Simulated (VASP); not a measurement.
Write the native input for VASP 6.6.1 that does the following.

| Item | Value |
| --- | --- |
| Task | single point |
| Functional | PBE |
| Potentials or basis | VASP PAW PBE potentials, release 64 (Cr_pv) |
| Cutoff | 500 eV |
| k mesh | 12 × 12 × 12 |
| Occupations | fermi-dirac, width 0.1 eV |
| Spin | no spin polarisation |
| Dipole correction | no |
| Further INCAR settings | ALGO = Normal; EDIFF = 1e-06; NBANDS = 12 |

The structure of Cr lies in POSCAR:

```
Cr
1.0
   -1.4243177237      1.4243177237      1.4243177237
    1.4243177237     -1.4243177237      1.4243177237
    1.4243177237      1.4243177237     -1.4243177237
Cr
1
Direct
    0.0000000000      0.0000000000      0.0000000000
```

The input as run:

INCAR

```
PREC = Accurate
ENCUT = 500
EDIFF = 1E-6
ISMEAR = -1
SIGMA = 0.1
LREAL = F
LASPH = T
NELM = 120
ALGO = Normal
ISIF = 2
LWAVE = F
LCHARG = T
GGA = PE
LELF = T
LVHAR = T
NBANDS = 12
GGA_COMPAT = F
```

KPOINTS

```
regular mesh
0
Gamma
  12 12 12
```

Potentials or basis: VASP PAW PBE potentials, release 64 (Cr_pv).

Command:

```sh
$ cat potpaw_PBE.64/Cr_pv/POTCAR > POTCAR
$ mpirun -np 1 vasp_std > vasp.out
```

It gave:

```json
{
  "Pressure": "-0.9 GPa",
  "Band gap on the k mesh": "zero (band 6 reaches 13.42 eV, above the bottom of band 7 at 10.07 eV)"
}
```

Caveat: the run has no spin polarisation, though such a crystal can be magnetic.

Wall time 5 s on 1 thread of Intel(R) Xeon(R) 6975P-C (Granite Rapids) (shared host), peak memory 0.12 GiB.
